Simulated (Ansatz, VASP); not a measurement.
Two plane-wave programs on Pb

The input POSCAR:

```
Pb
1.0
    0.0000000000      2.5110898041      2.5110898041
    2.5110898041      0.0000000000      2.5110898041
    2.5110898041      2.5110898041      0.0000000000
Pb
1
Direct
    0.0000000000      0.0000000000      0.0000000000
```

File INCAR.step1:

```
SYSTEM = Pb
ALGO     = Normal         ! electronic algorithm
EDIFF    = 1E-4           ! SCF threshold, eV
ENCUT    = 520            ! plane-wave cutoff, eV
GGA      = PE             ! functional
ISMEAR   = 0              ! smearing method
LASPH    = .TRUE.         ! aspherical terms in the spheres
LCHARG   = .FALSE.        ! write CHGCAR
LREAL    = .FALSE.        ! projectors in reciprocal space
LWAVE    = .TRUE.         ! write WAVECAR
NBANDS   = 13             ! bands
NELM     = 100            ! most SCF steps
PREC     = Accurate       ! precision mode
SIGMA    = 0.05           ! smearing width, eV
```

File INCAR.step2:

```
SYSTEM = Pb
ALGO     = Normal         ! electronic algorithm
EDIFF    = 1E-6           ! SCF threshold, eV
ENCUT    = 520            ! plane-wave cutoff, eV
ISIF     = 2              ! what is computed and relaxed
ISMEAR   = 0              ! smearing method
ISTART   = 1            
LASPH    = .TRUE.         ! aspherical terms in the spheres
LCHARG   = .FALSE.        ! write CHGCAR
LMIXTAU  = .TRUE.       
LREAL    = .FALSE.        ! projectors in reciprocal space
LWAVE    = .FALSE.        ! write WAVECAR
METAGGA  = R2SCAN         ! meta-GGA
NBANDS   = 13             ! bands
NELM     = 100            ! most SCF steps
PREC     = Accurate       ! precision mode
SIGMA    = 0.05           ! smearing width, eV
```

Contents of KPOINTS:

```
k-points
0
G
  16 16 16
  0 0 0
```

Input for Ansatz:

```yaml
crystal:
  lattice:
    - [0.0, 2.5110898041, 2.5110898041]
    - [2.5110898041, 0.0, 2.5110898041]
    - [2.5110898041, 2.5110898041, 0.0]
  atoms:
    - { symbol: Pb, position: [0.0, 0.0, 0.0] }
basis:
  ecutwfc: 500
  ecutrho_ratio: 4
kpoints:
  mp_grid: { grid: [16, 16, 16] }
hamiltonian:
  xc: r2scan
scf:
  occupations: { method: gaussian, width: 0.05 }
output:
  forces: true
  stress: true
  eigenvalues: true
```

Alike in both runs: task single point; functional r2SCAN; k mesh 16 × 16 × 16; occupations gaussian, width 0.05 eV; no spin polarisation.

|  | VASP | Ansatz |
| --- | --- | --- |
| version | VASP 6.6.1 | Ansatz 0.2.0 |
| potentials or method | VASP PAW PBE potentials, release 64 (Pb_d), cutoff 520 eV | scalar-relativistic, plane waves, PAW |
| valence electrons in the cell | 14 | 14 |

```tsv
	VASP	Ansatz	Ansatz less VASP
gap on the k mesh at the Fermi level (eV)	none	none	-
pressure (GPa)	-0.9	-0.9	+0.02
```

VASP's potentials were made for PBE, not for r2SCAN. A gap of «none» marks a metal or a gap that the smearing closes.

Spin-orbit coupling is off throughout.
